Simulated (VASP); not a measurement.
# TiO2 (I4/m) in VASP: settings compared, part 2 of 2

VASP 6.6.1.

### Step 4. Single point, PBE

File INCAR:

```
SYSTEM = TiO2
PREC     = Accurate       ! precision mode
ENCUT    = 520            ! plane-wave cutoff, eV
EDIFF    = 1E-6           ! SCF threshold, eV
ISMEAR   = -1             ! smearing method
SIGMA    = 0.05           ! smearing width, eV
LREAL    = .FALSE.        ! projectors in reciprocal space
LASPH    = .TRUE.         ! aspherical terms in the spheres
NELM     = 60             ! most SCF steps
ALGO     = Normal         ! electronic algorithm
ISIF     = 2              ! what is computed and relaxed
LWAVE    = .FALSE.        ! write WAVECAR
LCHARG   = .FALSE.        ! write CHGCAR
GGA      = PE             ! functional
NBANDS   = 60             ! bands
```

File KPOINTS:

```
Automatic mesh
0
G
  6 6 6
  0 0 0
```

File POSCAR:

```
TiO2
1.0
   -4.4041583172      4.4041583172      1.8826236188
    4.4041583172     -4.4041583172      1.8826236188
    4.4041583172      4.4041583172     -1.8826236188
Ti O
4 8
Direct
    0.2897361363      0.9886286631      0.2783647993
    0.0113713369      0.2897361363      0.3011074732
    0.9886286631      0.7102638637      0.6988925268
    0.7102638637      0.0113713369      0.7216352007
    0.4930175808      0.8475514421      0.3405690230
    0.1615925324      0.1561061385      0.3176986709
    0.1524485579      0.4930175808      0.6454661387
    0.1561061385      0.8384074676      0.9945136061
    0.8438938615      0.1615925324      0.0054863939
    0.8475514421      0.5069824192      0.3545338613
    0.8384074676      0.8438938615      0.6823013291
    0.5069824192      0.1524485579      0.6594309770
```

Potentials or basis: VASP PAW PBE potentials, release 64 (Ti_sv, O).

The run is started by

```bash
$ cat potpaw_PBE.64/Ti_sv/POTCAR potpaw_PBE.64/O/POTCAR > POTCAR
$ mpirun -np 1 vasp_std > vasp.out
```

OUTCAR:

```text
SYSTEM = TiO2
   PREC = Accurate
   ENCUT = 520
   EDIFF = 1E-6
   ISMEAR = -1
   LREAL = .FALSE.
   LASPH = .TRUE.
   NELM = 60
   ISIF = 2
   GGA = PE

 ion  position               nearest neighbor table
   1  0.290  0.989  0.278-   8 1.77   6 1.86  10 1.96  10 1.96   5 2.18  12 2.40
   2  0.011  0.290  0.301-   6 1.77   9 1.86   5 1.96   5 1.96   7 2.18  10 2.40
   3  0.989  0.710  0.699-  11 1.77   8 1.86  12 1.96  12 1.96  10 2.18   7 2.40
   4  0.710  0.011  0.722-   9 1.77  11 1.86   7 1.96   7 1.96  12 2.18   5 2.40
   5  0.493  0.848  0.341-   2 1.96   2 1.96   1 2.18   4 2.40
   6  0.162  0.156  0.318-   2 1.77   1 1.86
   7  0.152  0.493  0.645-   4 1.96   4 1.96   2 2.18   3 2.40
   8  0.156  0.838  0.995-   1 1.77   3 1.86
   9  0.844  0.162  0.005-   4 1.77   2 1.86
  10  0.848  0.507  0.355-   1 1.96   1 1.96   3 2.18   2 2.40
  11  0.838  0.844  0.682-   3 1.77   4 1.86
  12  0.507  0.152  0.659-   3 1.96   3 1.96   4 2.18   1 2.40

  LATTYP: Found a body centered tetragonal cell.
 ALAT       =     8.8083166344
[... 215 lines left out ...]
      6     -29.9232      2.00000
[... 1501 lines left out ...]
     59       7.1856      0.00000
     60       7.5160      0.00000

 [... further k-points ...]

------------------------ aborting loop because EDIFF is reached ----------------------------------------

  FORCE on cell =-STRESS in cart. coord.  units (eV):
  Direction    XX          YY          ZZ          XY          YZ          ZX
  --------------------------------------------------------------------------------------
  -------------------------------------------------------------------------------------
  Total        0.6265994      0.6265994      0.4574314      0.0000021      0.0000000      0.0000000
  in kB        6.8730769      6.8730769      5.0174982      0.0000231      0.0000000      0.0000000
  external PRESSURE =       6.2545507 kB  Pullay stress =       0.0000000 kB

 VOLUME and BASIS-vectors are now :
 -----------------------------------------------------------------------------
  energy-cutoff  :      520.00
  volume of cell :      146.07
      direct lattice vectors                 reciprocal lattice vectors
    -4.404158317  4.404158317  1.882623619     0.000000000  0.113529070  0.265586809
     4.404158317 -4.404158317  1.882623619     0.113529070  0.000000000  0.265586809
     4.404158317  4.404158317 -1.882623619     0.113529070  0.113529070  0.000000000

 POSITION                                       TOTAL-FORCE (eV/Angst)
 -----------------------------------------------------------------------------------
      4.30400     -1.85207      1.88262         0.027498      0.088353     -0.000000
      2.55209      0.10016      0.00000         0.088353     -0.027498     -0.000000
      1.85207      4.30400      1.88262        -0.088353      0.027498      0.000000
      0.10016      6.25623     -0.00000        -0.027498     -0.088353      0.000000
      3.06134     -0.06150      1.88262         0.010641     -0.000344     -0.000000
      1.37503      1.42336     -0.00000        -0.023687      0.034588      0.000000
      4.34265      1.34282      0.00000        -0.000344     -0.010641     -0.000000
      7.38496      1.37503      0.00000        -0.034588     -0.023687     -0.000000
     -2.98080      3.02913      1.88262         0.034588      0.023687      0.000000
      0.06150      3.06134      1.88262         0.000344      0.010641      0.000000
      3.02913      2.98080      1.88262         0.023687     -0.034588     -0.000000
      1.34282      4.46566      0.00000        -0.010641      0.000344     -0.000000
 -----------------------------------------------------------------------------------
    total drift:                                0.000000      0.000000     -0.000000

  FREE ENERGIE OF THE ION-ELECTRON SYSTEM (eV)
  ---------------------------------------------------
  free  energy   TOTEN  =      -107.3394954073 eV

  energy  without entropy=     -107.3394954071  energy(sigma->0) =     -107.33949541
```

OSZICAR:

```text
N       E                     dE             d eps       ncg     rms          rms(c)
DAV:   1     0.150559172759E+04    0.15056E+04   -0.48031E+04  4416   0.186E+03
DAV:   2     0.174767018907E+03   -0.13308E+04   -0.12612E+04  4400   0.577E+02
DAV:   3    -0.116664115680E+03   -0.29143E+03   -0.28280E+03  5480   0.239E+02
DAV:   4    -0.139526753099E+03   -0.22863E+02   -0.22814E+02  6488   0.714E+01
DAV:   5    -0.140957403220E+03   -0.14307E+01   -0.14301E+01  6704   0.144E+01    0.459E+01
DAV:   6    -0.108726607329E+03    0.32231E+02   -0.21615E+02  6272   0.986E+01    0.189E+01
DAV:   7    -0.107871502385E+03    0.85510E+00   -0.42986E+01  6192   0.383E+01    0.123E+01
DAV:   8    -0.107287700184E+03    0.58380E+00   -0.49091E+00  5916   0.156E+01    0.449E+00
DAV:   9    -0.107332761979E+03   -0.45062E-01   -0.81132E-01  5856   0.474E+00    0.160E+00
DAV:  10    -0.107350061595E+03   -0.17300E-01   -0.21467E-01  5664   0.273E+00    0.847E-01
DAV:  11    -0.107342104519E+03    0.79571E-02   -0.39282E-02  6048   0.124E+00    0.444E-01
DAV:  12    -0.107339436525E+03    0.26680E-02   -0.23446E-02  6136   0.842E-01    0.144E-01
DAV:  13    -0.107339444274E+03   -0.77497E-05   -0.28360E-03  5616   0.263E-01    0.620E-02
DAV:  14    -0.107339520917E+03   -0.76642E-04   -0.77657E-04  5868   0.208E-01    0.540E-02
DAV:  15    -0.107339490051E+03    0.30865E-04   -0.15973E-04  6088   0.893E-02    0.581E-03
DAV:  16    -0.107339495463E+03   -0.54115E-05   -0.16794E-05  5600   0.217E-02    0.713E-03
DAV:  17    -0.107339495407E+03    0.55579E-07   -0.40148E-06  4304   0.149E-02
   1 F= -.10733950E+03 E0= -.10733950E+03  d E =-.137122E-09
```

Wall time 6.3 min (1 thread of Intel Xeon Platinum 8375C at 2.90GHz (Ice Lake), shared host); peak memory 0.45 GiB.

What came out:

* Free energy: -107.3395 eV
* Pressure: 0.6 GPa
* Largest force: 0.093 eV/Å
* Band gap on the k mesh: 1.99 eV (least direct gap 2.61 eV)

Forces in eV/Å, atoms in the order of the input:
```
Ti   0.027  0.088  0.000
Ti   0.088 -0.027  0.000
Ti  -0.088  0.027  0.000
Ti  -0.027 -0.088  0.000
O    0.011  0.000  0.000
O   -0.024  0.035  0.000
O    0.000 -0.011  0.000
O   -0.035 -0.024  0.000
O    0.035  0.024  0.000
O    0.000  0.011  0.000
O    0.024 -0.035  0.000
O   -0.011  0.000  0.000
```

Stress tensor (GPa, compression positive):
```
0.69 0.00 0.00
0.00 0.69 0.00
0.00 0.00 0.50
```

A k mesh can miss the band edges.

### Step 5. The runs side by side

```tsv
level	cell	k mesh	gap on the mesh (eV)	pressure (GPa)	largest force (eV/Å)
PBE	a = 6.507 Å, angles 94.8, 94.8, 146.4°, 12 atoms, atomic positions A	8 × 8 × 8	1.99	0.6	0.09
RPBE+D4	a = 6.479 Å, angles 94.8, 94.8, 146.5°, 12 atoms, atomic positions B	8 × 8 × 8	2.24	0.5	0.05
PBE	a = 6.507 Å, angles 94.8, 94.8, 146.4°, 12 atoms, atomic positions A	6 × 6 × 6	1.99	0.6	0.09
```

Alike in all rows: task single point; potentials or basis VASP PAW PBE potentials, release 64 (Ti_sv, O); no spin polarisation; cutoff (eV) 520; smearing fermi-dirac 0.05 eV.

Caveats: the PAW data sets were made with another functional, which shifts forces and pressure a little (at least some runs).

Absolute energies hang on the potentials; compare differences alone.
